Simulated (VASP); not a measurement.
Runs of VASP 6.6.1 on Sn. The structure is that of space group Pm-3m (No. 221), or close to it. The cells are those of the table. 

```csv
task,cell,cutoff (eV),gap on the mesh (eV),pressure (GPa)
relaxation of cell and atoms,"relaxed from a = 3.115 Å, 1 atom",600,none,0.0
single point,"a = 3.088 Å, 1 atom",520,none,-0.1
single point,"a = 3.092 Å, 1 atom",520,none,(a)
relaxation of cell and atoms,"relaxed from a = 3.088 Å, 1 atom",600,none,0.0
```

Alike in all rows: level PBE; potentials or basis VASP PAW PBE potentials, release 64 (Sn_d); no spin polarisation; k mesh 13 × 13 × 13; smearing fermi-dirac 0.05 eV.

Q: Fill in the values left out.

A: (a) -0.2.

Caveats: spin-orbit coupling is left out, which moves the levels of the heavy elements; the relaxation stopped at its first step, so nothing moved (some runs).

A k mesh can miss the band edges, and the runs leave out spin-orbit coupling on Sn.

A gap of «none» marks levels without a gap at the run's occupations.
